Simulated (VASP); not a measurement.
Write the native input for VASP 6.6.1 that does the following.

```yaml
Task: single point
Functional: PBE
Potentials_or_basis: VASP PAW PBE potentials, release 64 (Zn, Se)
Cutoff: 500 eV
k_mesh: 4 × 4 × 4
Occupations: fermi-dirac, width 0.02 eV
Spin: no spin polarisation
Dipole_correction: no
Further_INCAR_settings: ALGO = Normal; EDIFF = 1e-06; NBANDS = 16
```

The structure of ZnSe lies in POSCAR:

```
ZnSe
1.0
    3.3251530431      0.0000000000      0.0000000000
    0.0000000000      3.3251530431      0.0000000000
    0.0000000000      0.0000000000      3.3251530431
Zn Se
1 1
Direct
    0.0000000000      0.0000000000      0.0000000000
    0.5000000000      0.5000000000      0.5000000000
```

These files were run (other wordings do the same):

INCAR

```
SYSTEM = ZnSe
PREC     = Accurate       ! precision mode
ENCUT    = 500            ! plane-wave cutoff, eV
EDIFF    = 1E-6           ! SCF threshold, eV
ISMEAR   = -1             ! smearing method
SIGMA    = 0.02           ! smearing width, eV
LREAL    = .FALSE.        ! projectors in reciprocal space
LASPH    = .TRUE.         ! aspherical terms in the spheres
NELM     = 120            ! most SCF steps
ALGO     = Normal         ! electronic algorithm
ISIF     = 2              ! what is computed and relaxed
LWAVE    = .FALSE.        ! write WAVECAR
LCHARG   = .FALSE.        ! write CHGCAR
GGA      = PE             ! functional
NBANDS   = 16             ! bands
GGA_COMPAT= .FALSE.
```

KPOINTS

```
regular mesh
0
G
  4 4 4
  0 0 0
```

Potentials or basis: VASP PAW PBE potentials, release 64 (Zn, Se).

Launch:

```bash
$ cat potpaw_PBE.64/Zn/POTCAR potpaw_PBE.64/Se/POTCAR > POTCAR
$ mpirun -np 1 vasp_std > vasp.out
```

Results of the run:

```
Pressure               : 3.5 GPa
Band gap on the k mesh : zero (band 9 reaches 4.74 eV, above the bottom of band 10 at 2.86 eV)
```

Caveat: the k points lie up to 0.47 Å⁻¹ apart.

Wall time 2.8 s on 1 thread of Intel(R) Xeon(R) 6975P-C (Granite Rapids) (shared host), peak memory 0.13 GiB.
